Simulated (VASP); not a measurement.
# Ag (Im-3m) in VASP: a series of runs, part 2 of 2

VASP 6.6.1.

**4. Single point, PBE**

File INCAR:

```
PREC = Accurate
ENCUT = 500
EDIFF = 1E-6
ISMEAR = 0
SIGMA = 0.018000000000000002
LREAL = False
LASPH = True
NELM = 120
ALGO = Normal
ISIF = 2
LWAVE = False
LCHARG = False
GGA = PE
NBANDS = 12
GGA_COMPAT = False
```

File KPOINTS:

```
regular mesh
0
Gamma
  11 11 11
```

File POSCAR:

```
Ag
1.0
   -1.6556540000      1.6556540000      1.6556540000
    1.6556540000     -1.6556540000      1.6556540000
    1.6556540000      1.6556540000     -1.6556540000
Ag
1
Direct
    0.0000000000      0.0000000000      0.0000000000
```

Potentials or basis: VASP PAW PBE potentials, release 64 (Ag).

Started as:

```console
$ cat potpaw_PBE.64/Ag/POTCAR > POTCAR
$ mpirun -np 1 vasp_std > vasp.out
```

OUTCAR:

```text
PREC = Accurate
   ENCUT = 500
   EDIFF = 1E-6
   ISMEAR = 0
   LREAL = False
   LASPH = True
   NELM = 120
   ISIF = 2
   GGA = PE

 ion  position               nearest neighbor table
   1  0.000  0.000  0.000-

  LATTYP: Found a body centered cubic cell.
 ALAT       =     3.3113080000

  Lattice vectors:

 A1 = (  -1.6556540000,   1.6556540000,   1.6556540000)
 A2 = (   1.6556540000,  -1.6556540000,   1.6556540000)
 A3 = (   1.6556540000,   1.6556540000,  -1.6556540000)

Analysis of symmetry for initial positions (statically):
=====================================================================
 Subroutine PRICEL returns:
 Original cell was already a primitive cell.

 Routine SETGRP: Setting up the symmetry group for a
 body centered cubic supercell.

 Subroutine GETGRP returns: Found 48 space group operations
 (whereof 48 operations were pure point group operations)
 out of a pool of 48 trial point group operations.

The static configuration has the point symmetry O_h .

Analysis of symmetry for dynamics (positions and initial velocities):
=====================================================================
 Subroutine PRICEL returns:
 Original cell was already a primitive cell.

 Routine SETGRP: Setting up the symmetry group for a
 body centered cubic supercell.

 Subroutine GETGRP returns: Found 48 space group operations
 (whereof 48 operations were pure point group operations)
 out of a pool of 48 trial point group operations.

The dynamic configuration has the point symmetry O_h .

 Subroutine INISYM returns: Found 48 space group operations
 (whereof 48 operations are pure point group operations),
 and found     1 'primitive' translations

----------------------------------------------------------------------------------------

                                     Primitive cell

  volume of cell :      18.1538

  direct lattice vectors                    reciprocal lattice vectors
    -1.655654000  1.655654000  1.655654000     0.000000000  0.301995465  0.301995465
     1.655654000 -1.655654000  1.655654000     0.301995465  0.000000000  0.301995465
     1.655654000  1.655654000 -1.655654000     0.301995465  0.301995465  0.000000000

  length of vectors
     2.867676848  2.867676848  2.867676848     0.427086083  0.427086083  0.427086083

  position of ions in fractional coordinates (direct lattice)
     0.000000000  0.000000000  0.000000000

  ion indices of the primitive-cell ions
   primitive index   ion index
                 1           1

----------------------------------------------------------------------------------------

 KPOINTS: regular mesh

Automatic generation of k-mesh.
 Grid dimensions read from file:
 generate k-points for:   11   11   11

 Generating k-lattice:

  Cartesian coordinates                     Fractional coordinates (reciprocal lattice)
     0.000000000  0.027454133  0.027454133     0.090909091  0.000000000  0.000000000
     0.027454133  0.000000000  0.027454133     0.000000000  0.090909091  0.000000000
     0.027454133  0.027454133  0.000000000     0.000000000  0.000000000  0.090909091

  Length of vectors
     0.038826008  0.038826008  0.038826008

  Shift w.r.t. Gamma in fractional coordinates (k-lattice)
     0.000000000  0.000000000  0.000000000

 Subroutine IBZKPT returns following result:
 ===========================================

 Found     56 irreducible k-points:

 Following reciprocal coordinates:
            Coordinates               Weight
  0.000000  0.000000  0.000000      1.000000
  0.090909  0.000000  0.000000     12.000000
  0.181818  0.000000  0.000000     12.000000
  0.272727  0.000000  0.000000     12.000000
  0.363636  0.000000  0.000000     12.000000
  0.454545  0.000000  0.000000     12.000000
[... 16 lines left out ...]
  0.272727  0.181818  0.090909     48.000000
  0.363636  0.181818  0.090909     24.000000
 [... further k-points ...]
   k-points           NKPTS =     56   k-points in BZ     NKDIM =     56   number of bands    NBANDS=     12
   number of dos      NEDOS =    301   number of ions     NIONS =      1
   total plane-waves  NPLWV =  13824
   dimension x,y,z NGX =    24 NGY =   24 NGZ =   24
   dimension x,y,z NGXF=    48 NGYF=   48 NGZF=   48
   ions per type =               1
   NGX,Y,Z   is equivalent  to a cutoff of  13.91, 13.91, 13.91 a.u.
   NGXF,Y,Z  is equivalent  to a cutoff of  27.83, 27.83, 27.83 a.u.
 SYSTEM =  unknown system
   PREC   = accura    normal or accurate (medium, high low for compatibility)
   ISTART =      0    job   : 0-new  1-cont  2-samecut
   ICHARG =      2    charge: 1-file 2-atom 10-const
   ISPIN  =      1    spin polarized calculation?
   LNONCOLLINEAR =      F non collinear calculations
   LSORBIT =      F    spin-orbit coupling
   LASPH  =      T    aspherical Exc in radial PAW
   ENCUT  =  500.0 eV  36.75 Ry    6.06 a.u.   5.23  5.23  5.23*2*pi/ulx,y,z
   NELM   =    120;   NELMIN=  2; NELMDL= -5     # of ELM steps
   EDIFF  = 0.1E-05   stopping-criterion for ELM
   LREAL  =      F    real-space projection
   EDIFFG = 0.1E-04   stopping-criterion for IOM
   NSW    =      0    number of steps for IOM
   IBRION =     -1    ionic relax: 0-MD 1-quasi-New 2-CG
   NFREE  =      0    steps in history (QN), initial steepest desc. (CG)
   ISIF   =      2    stress and relaxation
   ISYM   =      2    0-nonsym 1-usesym 2-fastsym
   POTIM  = 0.5000    time-step for ionic-motion
   TEBEG  =    0.0;   TEEND  =   0.0 temperature during run
   PSTRESS=    0.0 pullay stress
   NELECT =      11.0000    total number of electrons
   NUPDOWN=      -1.0000    fix difference up-down
   EMIN   =  10.00;   EMAX   =-10.00  energy-range for DOS
   EFERMI =   0.00;   METHOD = LEGACY
   ISMEAR =     0;   SIGMA  =   0.02  broadening in eV -4-tet -1-fermi 0-gaus
   EFERMI_NEDOS =   21; number of points for ismear=-14 and -15
   IALGO  =     38    algorithm
   IMIX   =      4    mixing-type and parameters
     AMIX     =   0.40;   BMIX     =  1.00
     AMIX_MAG =   1.60;   BMIX_MAG =  1.00
  volume/ion in A,a.u.               =      18.15       122.51
  Fermi-wavevector in a.u.,A,eV,Ry     =   1.385318  2.617871 26.111022  1.919106
  Thomas-Fermi vector in A             =   2.509739
   LORBIT       =      0    0 simple, 1 ext, 2 COOP (PROOUT), +10 PAW based schemes
   GGA     = PE    functional components
   LHFCALC =     F    Hartree Fock is set to
   AEXX    =    0.0000 exact exchange contribution
   IVDW    =     0    specifies the selected vdW correction
   LEPSILON=     F    determine dielectric tensor
   LRPA    =     F    only Hartree local field effects (RPA)
 non-spin polarized calculation
 Gauss-broadening in eV      SIGMA  =   0.02
  energy-cutoff  :      500.00
  volume of cell :       18.15
 maximum number of plane-waves:       472
 NGX is ok and might be reduce to    24
   NGX = 11   NGY = 11   NGZ = 11

 number of electron      11.0000001 magnetization

 Free energy of the ion-electron system (eV)
  ---------------------------------------------------
  ext. energy  EPLUGINS =         0.00000000
  ---------------------------------------------------
  free energy    TOTEN  =        -2.69327094 eV

  energy without entropy =       -2.69290776  energy(sigma->0) =       -2.69308935

 E-fermi :   7.5559     XC(G=0): -11.8380

 val. band max:        7.5542607254   @ k =  -0.3636   0.4545   0.0909
 cond. band min:       7.7816719333   @ k =  -0.4545   0.4545   0.0909
 fundamental gap:      0.2274112079
 Fermi energy:         7.5559277579

 k-point     1 :       0.0000    0.0000    0.0000
  band No.  band energies     occupation
      1       0.2786      2.00000
      2       2.8972      2.00000
      3       2.8972      2.00000
      4       2.8972      2.00000
      5       4.0998      2.00000
      6       4.0998      2.00000
      7      25.3419      0.00000
      8      25.3419      0.00000
      9      25.3419      0.00000
     10      30.7071      0.00000
     11      30.7071      0.00000
     12      30.7071      0.00000
[... 331 lines left out ...]
 k-point    24 :       0.3636    0.1818    0.0909
  band No.  band energies     occupation
      1       2.0935      2.00000
      2       2.3609      2.00000
      3       3.5546      2.00000
      4       4.1393      2.00000
      5       4.2460      2.00000
      6      10.2928      0.00000
      7      11.7616      0.00000
      8      16.1472      0.00000
      9      18.6396      0.00000
     10      29.6149      0.00000
     11      32.1084      0.00000
     12      33.4972      0.00000

 [... further k-points ...]

------------------------ aborting loop because EDIFF is reached ----------------------------------------

  FORCE on cell =-STRESS in cart. coord.  units (eV):
  Direction    XX          YY          ZZ          XY          YZ          ZX
  --------------------------------------------------------------------------------------
  -------------------------------------------------------------------------------------
  Total       -0.0970954     -0.0970954     -0.0970954      0.0000000      0.0000000     -0.0000000
  in kB       -8.5692018     -8.5692018     -8.5692018      0.0000000      0.0000000     -0.0000000
  external PRESSURE =      -8.5692018 kB  Pullay stress =       0.0000000 kB

 VOLUME and BASIS-vectors are now :
 -----------------------------------------------------------------------------
  energy-cutoff  :      500.00
  volume of cell :       18.15
      direct lattice vectors                 reciprocal lattice vectors
    -1.655654000  1.655654000  1.655654000     0.000000000  0.301995465  0.301995465
     1.655654000 -1.655654000  1.655654000     0.301995465  0.000000000  0.301995465
     1.655654000  1.655654000 -1.655654000     0.301995465  0.301995465  0.000000000

 POSITION                                       TOTAL-FORCE (eV/Angst)
 -----------------------------------------------------------------------------------
      0.00000      0.00000      0.00000         0.000000      0.000000      0.000000
 -----------------------------------------------------------------------------------
    total drift:                                0.000000      0.000000      0.000000

  FREE ENERGIE OF THE ION-ELECTRON SYSTEM (eV)
  ---------------------------------------------------
  free  energy   TOTEN  =        -2.6932709433 eV

  energy  without entropy=       -2.6929077628  energy(sigma->0) =       -2.69308935
```

OSZICAR:

```text
N       E                     dE             d eps       ncg     rms          rms(c)
DAV:   1     0.489461195701E+02    0.48946E+02   -0.52909E+03  1376   0.795E+02
DAV:   2    -0.211881108680E+01   -0.51065E+02   -0.47799E+02  1600   0.183E+02
DAV:   3    -0.292049644321E+01   -0.80169E+00   -0.80113E+00  1500   0.241E+01
DAV:   4    -0.292304606487E+01   -0.25496E-02   -0.25495E-02  1548   0.145E+00
DAV:   5    -0.292306728303E+01   -0.21218E-04   -0.21218E-04  1496   0.119E-01    0.442E+00
DAV:   6    -0.270165660258E+01    0.22141E+00   -0.90912E-01  1496   0.842E+00    0.296E+00
DAV:   7    -0.269559920196E+01    0.60574E-02   -0.71672E-03  1500   0.801E-01    0.170E+00
DAV:   8    -0.269325725918E+01    0.23419E-02   -0.72418E-04  1536   0.212E-01    0.745E-02
DAV:   9    -0.269326567608E+01   -0.84169E-05   -0.94773E-06  1468   0.242E-02    0.222E-02
DAV:  10    -0.269327126169E+01   -0.55856E-05   -0.45305E-06  1544   0.203E-02    0.397E-03
DAV:  11    -0.269327094333E+01    0.31836E-06   -0.86386E-08   776   0.249E-03
   1 F= -.26932709E+01 E0= -.26930894E+01  d E =-.363181E-03
```

stdout:

```text
POSCAR found type information on POSCAR Ag
 POSCAR found :  1 types and       1 ions
 scaLAPACK will be used
 LDA part: xc-table for (Slater+PW92), standard interpolation
 POSCAR, INCAR and KPOINTS ok, starting setup
 FFT: planning ... GRIDC
 FFT: planning ... GRID_SOFT
 FFT: planning ... GRID
 WAVECAR not read
 entering main loop
```

It took 16 s on 1 thread of Intel Xeon 8259CL, shared host; peak memory 0.14 GiB.

Results:

| Property | Result |
| --- | --- |
| Free energy | -2.6933 eV |
| Pressure | -0.9 GPa |

Levels at points of the mesh, in eV from the Fermi level:
```
           k point  band 2  band 3  band 4  band 5  band 6  band 7  band 8  band 9  band 10  band 11
(0.00, 0.00, 0.00)   -4.66   -4.66   -4.66   -3.46   -3.46   17.79   17.79   17.79    23.15    23.15
```

**5. Single point, PBE**

File INCAR:

```
ALGO = Normal ; EDIFF = 1E-6
ENCUT = 500 ; GGA = PE
GGA_COMPAT = False ; ISIF = 2
ISMEAR = 0 ; LASPH = True
LCHARG = False ; LREAL = False
LWAVE = False ; NBANDS = 12
NELM = 120 ; PREC = Accurate
SIGMA = 0.019000000000000003
```

File KPOINTS:

```
k-points
0
Gamma
  11 11 11
```

POSCAR is that of step 4.

Potentials or basis: VASP PAW PBE potentials, release 64 (Ag).

Started as:

```console
$ cat potpaw_PBE.64/Ag/POTCAR > POTCAR
$ mpirun -np 1 vasp_std > vasp.out
```

OUTCAR:

```text
EDIFF = 1E-6
   ENCUT = 500
   GGA = PE
   ISIF = 2
   ISMEAR = 0
   LASPH = True
   LREAL = False
   NELM = 120
   PREC = Accurate

 ion  position               nearest neighbor table
   1  0.000  0.000  0.000-

  LATTYP: Found a body centered cubic cell.
 ALAT       =     3.3113080000

  Lattice vectors:

 A1 = (  -1.6556540000,   1.6556540000,   1.6556540000)
 A2 = (   1.6556540000,  -1.6556540000,   1.6556540000)
 A3 = (   1.6556540000,   1.6556540000,  -1.6556540000)

[... 528 lines left out ...]
      2       2.3609      2.00000
      3       3.5546      2.00000
      4       4.1393      2.00000
      5       4.2460      2.00000
      6      10.2928      0.00000
      7      11.7616      0.00000
      8      16.1472      0.00000
      9      18.6396      0.00000
     10      29.6149      0.00000
     11      32.1084      0.00000
     12      33.4972      0.00000

 [... further k-points ...]
[... 5 lines left out ...]
  --------------------------------------------------------------------------------------
  -------------------------------------------------------------------------------------
  Total       -0.0970962     -0.0970962     -0.0970962      0.0000000      0.0000000      0.0000000
  in kB       -8.5692774     -8.5692774     -8.5692774      0.0000000      0.0000000      0.0000000
  external PRESSURE =      -8.5692774 kB  Pullay stress =       0.0000000 kB

 VOLUME and BASIS-vectors are now :
 -----------------------------------------------------------------------------
  energy-cutoff  :      500.00
  volume of cell :       18.15
      direct lattice vectors                 reciprocal lattice vectors
    -1.655654000  1.655654000  1.655654000     0.000000000  0.301995465  0.301995465
     1.655654000 -1.655654000  1.655654000     0.301995465  0.000000000  0.301995465
     1.655654000  1.655654000 -1.655654000     0.301995465  0.301995465  0.000000000

 POSITION                                       TOTAL-FORCE (eV/Angst)
 -----------------------------------------------------------------------------------
      0.00000      0.00000      0.00000        -0.000000      0.000000     -0.000000
 -----------------------------------------------------------------------------------
    total drift:                               -0.000000      0.000000      0.000000

  FREE ENERGIE OF THE ION-ELECTRON SYSTEM (eV)
  ---------------------------------------------------
  free  energy   TOTEN  =        -2.6932911216 eV

  energy  without entropy=       -2.6929076774  energy(sigma->0) =       -2.69309940
```

OSZICAR:

```text
N       E                     dE             d eps       ncg     rms          rms(c)
DAV:   1     0.489461007603E+02    0.48946E+02   -0.52909E+03  1376   0.795E+02
DAV:   2    -0.211881634999E+01   -0.51065E+02   -0.47799E+02  1600   0.183E+02
DAV:   3    -0.292051782739E+01   -0.80170E+00   -0.80113E+00  1500   0.241E+01
DAV:   4    -0.292306767223E+01   -0.25498E-02   -0.25497E-02  1548   0.145E+00
DAV:   5    -0.292308889195E+01   -0.21220E-04   -0.21220E-04  1496   0.119E-01    0.442E+00
DAV:   6    -0.270167902089E+01    0.22141E+00   -0.90897E-01  1496   0.842E+00    0.296E+00
DAV:   7    -0.269561907865E+01    0.60599E-02   -0.71784E-03  1500   0.801E-01    0.170E+00
DAV:   8    -0.269327745101E+01    0.23416E-02   -0.72404E-04  1536   0.212E-01    0.746E-02
DAV:   9    -0.269328585009E+01   -0.83991E-05   -0.94466E-06  1464   0.241E-02    0.222E-02
DAV:  10    -0.269329144227E+01   -0.55922E-05   -0.45290E-06  1544   0.203E-02    0.399E-03
DAV:  11    -0.269329112159E+01    0.32068E-06   -0.86372E-08   788   0.249E-03
   1 F= -.26932911E+01 E0= -.26930994E+01  d E =-.383444E-03
```

stdout:

```text
POSCAR found type information on POSCAR Ag
 POSCAR found :  1 types and       1 ions
 scaLAPACK will be used
 LDA part: xc-table for (Slater+PW92), standard interpolation
 POSCAR, INCAR and KPOINTS ok, starting setup
 FFT: planning ... GRIDC
 FFT: planning ... GRID_SOFT
 FFT: planning ... GRID
 WAVECAR not read
 entering main loop
```

It took 15 s on 1 thread of Intel Xeon 8259CL, shared host; peak memory 0.14 GiB.

What came out:

| Item | Value |
| --- | --- |
| Free energy | -2.6933 eV |
| Pressure | -0.9 GPa |

Levels at points of the mesh, in eV from the Fermi level:
```
           k point  band 2  band 3  band 4  band 5  band 6  band 7  band 8  band 9  band 10  band 11
(0.00, 0.00, 0.00)   -4.66   -4.66   -4.66   -3.46   -3.46   17.79   17.79   17.79    23.15    23.15
```

**6. Overview**

```tsv
task	level	cell	cutoff (eV)	smearing	gap on the mesh (eV)	pressure (GPa)
relaxation of cell and atoms	r2SCAN	relaxed	600	fermi-dirac 0.05 eV	none	0.0
single point	PBE	as given	500	gaussian 0.013 eV	none	-0.9
single point	PBE	as given	500	gaussian 0.018 eV	none	-0.9
single point	PBE	as given	500	gaussian 0.019 eV	none	-0.9
```

Alike in all rows: potentials or basis VASP PAW PBE potentials, release 64 (Ag); no spin polarisation; k mesh 11 × 11 × 11.

Every run on the cell as given and a fine mesh finds a metal.

Caveats: the PAW data sets were made with another functional, which shifts forces and pressure a little (some runs).

Absolute energies hang on the potentials; compare differences alone.
